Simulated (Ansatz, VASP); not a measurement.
Cu: VASP beside Ansatz

```
Cu
1.0
     0.00000    1.80748    1.80748
     1.80748    0.00000    1.80748
     1.80748    1.80748    0.00000
Cu
1
Direct
  0.00000 0.00000 0.00000
```

Alike in both runs: task relaxation of cell and atoms; functional r2SCAN; k mesh 20 × 20 × 20; occupations fermi-dirac, width 0.1 eV; no spin polarisation.

```csv
,VASP,Ansatz
version,VASP 6.6.1,Ansatz 0.2.0
potentials or method,"VASP PAW PBE potentials, release 64 (Cu)","PAW with Ansatz's default frozen-core files, scalar-relativistic"
plane-wave cutoff (eV),600,500
valence electrons in the cell,11,19
```

VASP gave:

```
relaxed volume (Å³/atom)                                     : 11.49
relaxed cell length with the largest relative difference (Å) : 2.533
```

Q: What did Ansatz give for the same quantities?

A: Relaxed volume (Å³/atom): 11.44; relaxed cell length with the largest relative difference (Å): 2.529.

VASP's potentials were made for PBE, not for r2SCAN. VASP's potentials hold 11 valence electrons a cell and Ansatz's 19, so a difference there can come from the potentials and not from the codes.
